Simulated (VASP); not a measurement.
# EuSe2 (Fm-3m) in VASP: a series of runs

EuSe2 is run at these levels: PBE; tasks: single point.

Program: VASP 6.6.1. These are calculated values, not measurements. Logs are shortened: lines on timing, memory, paths and dates and some standing lists are left out, and cuts for length are marked.

### 1 The cell of the first run

Symmetry: Fm-3m, No. 225, cubic system. The conventional cell has a = 6.969 Å, b = 6.969 Å, c = 6.969 Å, α = 90.00°, β = 90.00°, γ = 90.00°. Eu (site symmetry m-3m) has 8 Se at 3.02 Å within 4.0 Å. Se (site symmetry -43m) has 4 Eu at 3.02 Å and 6 Se at 3.48 Å within 4.0 Å.

### 2 Single point, PBE, collinear spin, ferromagnetic start

Input file INCAR:

```
PREC = Accurate ; ENCUT = 520
EDIFF = 1E-6 ; ISMEAR = 0
SIGMA = 0.05 ; LREAL = False
LASPH = True ; NELM = 150
ALGO = Normal ; ISIF = 2
LWAVE = False ; LCHARG = False
ISPIN = 2 ; MAGMOM = 6 0 0
LORBIT = 11 ; LMAXMIX = 6
GGA = PE ; NBANDS = 26
```

Input file KPOINTS:

```
Automatic mesh
0
Gamma
  8 8 8
```

Input file POSCAR:

```
EuSe2
1.0
    0.0000000000      3.4845825386      3.4845825386
    3.4845825386      0.0000000000      3.4845825386
    3.4845825386      3.4845825386      0.0000000000
Eu Se
1 2
Direct
    0.0000000000      0.0000000000      0.0000000000
    0.2500000000      0.2500000000      0.2500000000
    0.7500000000      0.7500000000      0.7500000000
```

Potentials or basis: VASP PAW PBE potentials, release 64 (Eu, Se).

Launch:

```
$ cat potpaw_PBE.64/Eu/POTCAR potpaw_PBE.64/Se/POTCAR > POTCAR
$ mpirun -np 1 vasp_std > vasp.out
```

OUTCAR:

```text
PREC = Accurate
   ENCUT = 520
   EDIFF = 1E-6
   ISMEAR = 0
   LREAL = False
   LASPH = True
   NELM = 150
   ISIF = 2
   ISPIN = 2
   LORBIT = 11
   GGA = PE

 ion  position               nearest neighbor table
   1  0.000  0.000  0.000-   3 3.02   3 3.02   3 3.02   2 3.02   3 3.02   2 3.02   2 3.02   2 3.02

   2  0.250  0.250  0.250-   1 3.02   1 3.02   1 3.02   1 3.02
   3  0.750  0.750  0.750-   1 3.02   1 3.02   1 3.02   1 3.02

  LATTYP: Found a face centered cubic cell.
 ALAT       =     6.9691650772

  Lattice vectors:

 A1 = (   0.0000000000,   3.4845825386,   3.4845825386)
 A2 = (   3.4845825386,   0.0000000000,   3.4845825386)
 A3 = (   3.4845825386,   3.4845825386,   0.0000000000)

Analysis of symmetry for initial positions (statically):
=====================================================================
 Subroutine PRICEL returns:
 Original cell was already a primitive cell.

 Routine SETGRP: Setting up the symmetry group for a
 face centered cubic supercell.

 Subroutine GETGRP returns: Found 48 space group operations
 (whereof 48 operations were pure point group operations)
 out of a pool of 48 trial point group operations.

The static configuration has the point symmetry O_h .

Analysis of symmetry for dynamics (positions and initial velocities):
=====================================================================
 Subroutine PRICEL returns:
 Original cell was already a primitive cell.

 Routine SETGRP: Setting up the symmetry group for a
 face centered cubic supercell.

 Subroutine GETGRP returns: Found 48 space group operations
 (whereof 48 operations were pure point group operations)
 out of a pool of 48 trial point group operations.

The dynamic configuration has the point symmetry O_h .

Analysis of structural, dynamic, and magnetic symmetry:
=====================================================================
 Subroutine PRICEL returns:
 Original cell was already a primitive cell.

 Routine SETGRP: Setting up the symmetry group for a
 face centered cubic supercell.

 Subroutine GETGRP returns: Found 48 space group operations
 (whereof 48 operations were pure point group operations)
 out of a pool of 48 trial point group operations.

The overall configuration has the point symmetry O_h .

 Subroutine INISYM returns: Found 48 space group operations
 (whereof 48 operations are pure point group operations),
 and found     1 'primitive' translations

----------------------------------------------------------------------------------------

                                     Primitive cell

  volume of cell :      84.6218

  direct lattice vectors                    reciprocal lattice vectors
     0.000000000  3.484582539  3.484582539    -0.143489211  0.143489211  0.143489211
     3.484582539  0.000000000  3.484582539     0.143489211 -0.143489211  0.143489211
     3.484582539  3.484582539  0.000000000     0.143489211  0.143489211 -0.143489211

  length of vectors
     4.927943885  4.927943885  4.927943885     0.248530604  0.248530604  0.248530604

  position of ions in fractional coordinates (direct lattice)
     0.000000000  0.000000000  0.000000000
     0.250000000  0.250000000  0.250000000
     0.750000000  0.750000000  0.750000000

  ion indices of the primitive-cell ions
   primitive index   ion index
                 1           1
                 2           2
                 3           3

----------------------------------------------------------------------------------------

 KPOINTS: Automatic mesh

Automatic generation of k-mesh.
 Grid dimensions read from file:
 generate k-points for:    8    8    8

 Generating k-lattice:

  Cartesian coordinates                     Fractional coordinates (reciprocal lattice)
    -0.017936151  0.017936151  0.017936151     0.125000000  0.000000000  0.000000000
     0.017936151 -0.017936151  0.017936151     0.000000000  0.125000000  0.000000000
     0.017936151  0.017936151 -0.017936151     0.000000000  0.000000000  0.125000000

  Length of vectors
     0.031066326  0.031066326  0.031066326

  Shift w.r.t. Gamma in fractional coordinates (k-lattice)
     0.000000000  0.000000000  0.000000000

 Subroutine IBZKPT returns following result:
 ===========================================

 Found     29 irreducible k-points:

 Following reciprocal coordinates:
            Coordinates               Weight
  0.000000  0.000000  0.000000      1.000000
  0.125000  0.000000  0.000000      8.000000
  0.250000  0.000000  0.000000      8.000000
  0.375000  0.000000  0.000000      8.000000
  0.500000  0.000000  0.000000      4.000000
  0.125000  0.125000  0.000000      6.000000
[... 16 lines left out ...]
  0.500000  0.250000  0.125000     48.000000
 -0.375000  0.250000  0.125000     24.000000
 [... further k-points ...]
   k-points           NKPTS =     29   k-points in BZ     NKDIM =     29   number of bands    NBANDS=     26
   number of dos      NEDOS =    301   number of ions     NIONS =      3
   total plane-waves  NPLWV =  64000
   dimension x,y,z NGX =    40 NGY =   40 NGZ =   40
   dimension x,y,z NGXF=    80 NGYF=   80 NGZF=   80
   ions per type =               1   2
   NGX,Y,Z   is equivalent  to a cutoff of  13.49, 13.49, 13.49 a.u.
   NGXF,Y,Z  is equivalent  to a cutoff of  26.99, 26.99, 26.99 a.u.
 SYSTEM =  unknown system
   PREC   = accura    normal or accurate (medium, high low for compatibility)
   ISTART =      0    job   : 0-new  1-cont  2-samecut
   ICHARG =      2    charge: 1-file 2-atom 10-const
   ISPIN  =      2    spin polarized calculation?
   LNONCOLLINEAR =      F non collinear calculations
   LSORBIT =      F    spin-orbit coupling
   LASPH  =      T    aspherical Exc in radial PAW
   ENCUT  =  520.0 eV  38.22 Ry    6.18 a.u.   9.16  9.16  9.16*2*pi/ulx,y,z
   NELM   =    150;   NELMIN=  2; NELMDL= -5     # of ELM steps
   EDIFF  = 0.1E-05   stopping-criterion for ELM
   LREAL  =      F    real-space projection
   EDIFFG = 0.1E-04   stopping-criterion for IOM
   NSW    =      0    number of steps for IOM
   IBRION =     -1    ionic relax: 0-MD 1-quasi-New 2-CG
   NFREE  =      0    steps in history (QN), initial steepest desc. (CG)
   ISIF   =      2    stress and relaxation
   ISYM   =      2    0-nonsym 1-usesym 2-fastsym
   POTIM  = 0.5000    time-step for ionic-motion
   TEBEG  =    0.0;   TEEND  =   0.0 temperature during run
   PSTRESS=    0.0 pullay stress
   NELECT =      29.0000    total number of electrons
   NUPDOWN=      -1.0000    fix difference up-down
   EMIN   =  10.00;   EMAX   =-10.00  energy-range for DOS
   EFERMI =   0.00;   METHOD = LEGACY
   ISMEAR =     0;   SIGMA  =   0.05  broadening in eV -4-tet -1-fermi 0-gaus
   EFERMI_NEDOS =   21; number of points for ismear=-14 and -15
   IALGO  =     38    algorithm
   IMIX   =      4    mixing-type and parameters
     AMIX     =   0.40;   BMIX     =  1.00
     AMIX_MAG =   1.60;   BMIX_MAG =  1.00
  volume/ion in A,a.u.               =      28.21       190.35
  Fermi-wavevector in a.u.,A,eV,Ry     =   1.145636  2.164939 17.857407  1.312482
  Thomas-Fermi vector in A             =   2.282324
   LORBIT       =     11    0 simple, 1 ext, 2 COOP (PROOUT), +10 PAW based schemes
   GGA     = PE    functional components
   LHFCALC =     F    Hartree Fock is set to
   AEXX    =    0.0000 exact exchange contribution
   IVDW    =     0    specifies the selected vdW correction
   LEPSILON=     F    determine dielectric tensor
   LRPA    =     F    only Hartree local field effects (RPA)
 spin polarized calculation
 Gauss-broadening in eV      SIGMA  =   0.05
  energy-cutoff  :      520.00
  volume of cell :       84.62
 maximum number of plane-waves:      2286
 NGX is ok and might be reduce to    40
   NGX = 19   NGY = 19   NGZ = 19

 number of electron      28.9999996 magnetization      12.1418459

 number of electron      28.9999997 magnetization       6.2598966

 Free energy of the ion-electron system (eV)
  ---------------------------------------------------
  ext. energy  EPLUGINS =         0.00000000
  ---------------------------------------------------
  free energy    TOTEN  =       -21.84714266 eV

  energy without entropy =      -21.83890558  energy(sigma->0) =      -21.84302412

 E-fermi :   2.1051     XC(G=0):  -9.2837

 val. band max:        2.1044770077   @ k =   0.3750   0.3750   0.0000
 cond. band min:       2.1077168114   @ k =   0.3750   0.1250   0.0000
 fundamental gap:      0.0032398036
 Fermi energy:         2.1050717651

 spin component 1

 k-point     1 :       0.0000    0.0000    0.0000
  band No.  band energies     occupation
      1     -38.8140      1.00000
      2     -17.4287      1.00000
      3     -17.4287      1.00000
      4     -17.4287      1.00000
      5     -10.4992      1.00000
      6      -8.6594      1.00000
[... 18 lines left out ...]
     25       8.7304      0.00000
     26       9.6238      0.00000
[... 644 lines left out ...]
      4     -17.4459      1.00000
      5      -9.5607      1.00000
      6      -9.3796      1.00000
[... 18 lines left out ...]
     25       9.7407      0.00000
     26       9.9242      0.00000

 [... further k-points ...]

 spin component 2

 k-point     1 :       0.0000    0.0000    0.0000
  band No.  band energies     occupation
      1     -35.8786      1.00000
      2     -15.3401      1.00000
      3     -15.3401      1.00000
      4     -15.3401      1.00000
      5     -10.5804      1.00000
      6      -8.7832      1.00000
[... 18 lines left out ...]
     25       9.0091      0.00000
     26      10.4989      0.00000
[... 644 lines left out ...]
      4     -15.3666      1.00000
      5      -9.6307      1.00000
      6      -9.4023      1.00000
[... 18 lines left out ...]
     25      10.2335      0.00000
     26      10.2779      0.00000

 [... further k-points ...]

------------------------ aborting loop because EDIFF is reached ----------------------------------------

  FORCE on cell =-STRESS in cart. coord.  units (eV):
  Direction    XX          YY          ZZ          XY          YZ          ZX
  --------------------------------------------------------------------------------------
  -------------------------------------------------------------------------------------
  Total        0.3228191      0.3228191      0.3228191     -0.0000000     -0.0000000     -0.0000000
  in kB        6.1120588      6.1120588      6.1120588     -0.0000000     -0.0000000     -0.0000000
  external PRESSURE =       6.1120588 kB  Pullay stress =       0.0000000 kB

 VOLUME and BASIS-vectors are now :
 -----------------------------------------------------------------------------
  energy-cutoff  :      520.00
  volume of cell :       84.62
      direct lattice vectors                 reciprocal lattice vectors
     0.000000000  3.484582539  3.484582539    -0.143489211  0.143489211  0.143489211
     3.484582539  0.000000000  3.484582539     0.143489211 -0.143489211  0.143489211
     3.484582539  3.484582539  0.000000000     0.143489211  0.143489211 -0.143489211

 POSITION                                       TOTAL-FORCE (eV/Angst)
 -----------------------------------------------------------------------------------
      0.00000      0.00000      0.00000         0.000000      0.000000      0.000000
      1.74229      1.74229      1.74229         0.000000      0.000000      0.000000
      5.22687      5.22687      5.22687        -0.000000     -0.000000     -0.000000
 -----------------------------------------------------------------------------------
    total drift:                               -0.000000      0.000000      0.000000

  FREE ENERGIE OF THE ION-ELECTRON SYSTEM (eV)
  ---------------------------------------------------
  free  energy   TOTEN  =       -21.8471426563 eV

  energy  without entropy=      -21.8389055788  energy(sigma->0) =      -21.84302412

 total charge

# of ion       s       p       d       f       tot
--------------------------------------------------
    1        2.040   5.736   0.406   6.432  14.613
    2        1.471   2.319   0.016   0.000   3.806
    3        1.471   2.319   0.016   0.000   3.806
--------------------------------------------------
tot          4.981  10.374   0.438   6.432  22.224

 magnetization (x)

# of ion       s       p       d       f       tot
--------------------------------------------------
    1       -0.010  -0.111   0.061   6.364   6.304
    2       -0.006  -0.097   0.001   0.000  -0.102
    3       -0.006  -0.097   0.001   0.000  -0.102
--------------------------------------------------
tot         -0.022  -0.306   0.063   6.364   6.100
```

It took 8.9 min on 1 thread of Intel Xeon Platinum 8488C (Sapphire Rapids), shared host; peak memory 0.37 GiB.

Results:

```yaml
Free_energy: -21.8471 eV
Pressure: 0.6 GPa
Net_moment: 6.26 μB per cell
Site_moments: Eu +6.30; Se -0.10 μB
Valence_electrons_inside_the_program's_atomic_spheres: Eu 14.61; Se 3.81
```

Levels at points of the mesh, in eV from the Fermi level:
Spin up:
```tsv
k point	band 14	band 15	band 16	band 17	band 18	band 19	band 20	band 21	band 22	band 23
(0.00, 0.00, 0.00)	-0.46	-0.46	-0.23	0.67	0.67	0.67	2.96	2.96	4.52	6.63
(0.50, 0.00, 0.00)	-0.43	-0.43	-0.38	-0.12	-0.12	-0.06	3.58	3.58	4.83	6.89
(0.50, 0.50, 0.00)	-0.34	-0.33	-0.33	-0.16	-0.16	1.43	2.64	4.27	4.71	5.67
```
Spin down:
```
           k point  band 8  band 9  band 10  band 11  band 12  band 13  band 14  band 15
(0.00, 0.00, 0.00)   -2.99   -2.99     0.14     0.14     0.14     3.52     3.52     4.20
(0.50, 0.00, 0.00)   -2.22   -1.85    -1.59    -1.14    -1.14     3.97     4.26     4.26
(0.50, 0.50, 0.00)   -2.46   -2.46    -0.12    -0.12     0.78     3.08     4.11     4.23
```

Caveat: spin-orbit coupling is left out, which moves the levels of the heavy elements; a cell with one magnetic atom can't hold antiferromagnetic order, which such compounds often take; semilocal functionals describe open f shells poorly, which spoils levels, moments and volumes.

[end of part 1 of 2]
